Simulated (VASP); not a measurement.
I:

```
I
1.0
     0.00000    2.36560    3.90984
     2.19225    0.00000    3.90984
     2.19225    2.36560    0.00000
I
1
Direct
  0.00000 0.00000 0.00000
```

```yaml
Program: VASP 6.6.1
Task: relaxation of cell and atoms
Functional: revPBE
Dispersion: D3(BJ)
Potentials_or_basis: VASP PAW PBE potentials, release 64 (I)
Cutoff: 600 eV
k_mesh: 9 × 9 × 9
Occupations: fermi-dirac, width 0.05 eV
Spin: no spin polarisation
```

At the start: pressure -1.3 GPa; volume 40.55 Å³/atom.

Task: Where does the relaxation end?

Result: Over 16 steps the energy falls by 24.0 meV/atom and the volume is 36.04 Å³/atom (-11.1 %); space group Fmmm (No. 69, to 0.1 Å) before, I4/mmm (No. 139, to 0.1 Å).

The path:
```tsv
step	energy change (eV)	largest force (eV/Å)	pressure (GPa)	volume (Å³)
1	0.0000	0.0000	-1.27	40.55
2	-0.0092	0.0000	-0.16	38.69
3	-0.0095	0.0000	0.09	38.35
4	-0.0175	0.0000	0.09	37.39
5	-0.0225	0.0000	0.18	36.23
6	-0.0228	0.0000	0.23	35.86
7	-0.0228	0.0000	0.22	35.92
8	-0.0230	0.0000	-0.18	36.34
9	-0.0231	0.0000	-0.06	36.20
10	-0.0233	0.0000	-0.05	36.22
11	-0.0236	0.0000	-0.03	36.25
12	-0.0237	0.0000	0.00	36.30
13	-0.0238	0.0000	-0.14	36.33
14	-0.0238	0.0000	-0.13	36.33
15	-0.0240	0.0000	-0.04	36.12
16	-0.0240	0.0000	0.00	36.04
```

Final structure:
```cif
data_structure
_symmetry_space_group_name_H-M 'P 1'
_symmetry_Int_Tables_number 1
_cell_length_a 4.2021
_cell_length_b 4.2039
_cell_length_c 3.1871
_cell_angle_alpha 67.690
_cell_angle_beta 67.749
_cell_angle_gamma 44.561
_cell_volume 36.04
loop_
_atom_site_label
_atom_site_type_symbol
_atom_site_fract_x
_atom_site_fract_y
_atom_site_fract_z
_atom_site_occupancy
I1 I 0.00000 0.00000 0.00000 1
```

Caveat: the PAW data sets were made with another functional, which shifts forces and pressure a little; an odd number of electrons without spin polarisation forces a metal; a magnetic or distorted state may lie lower.
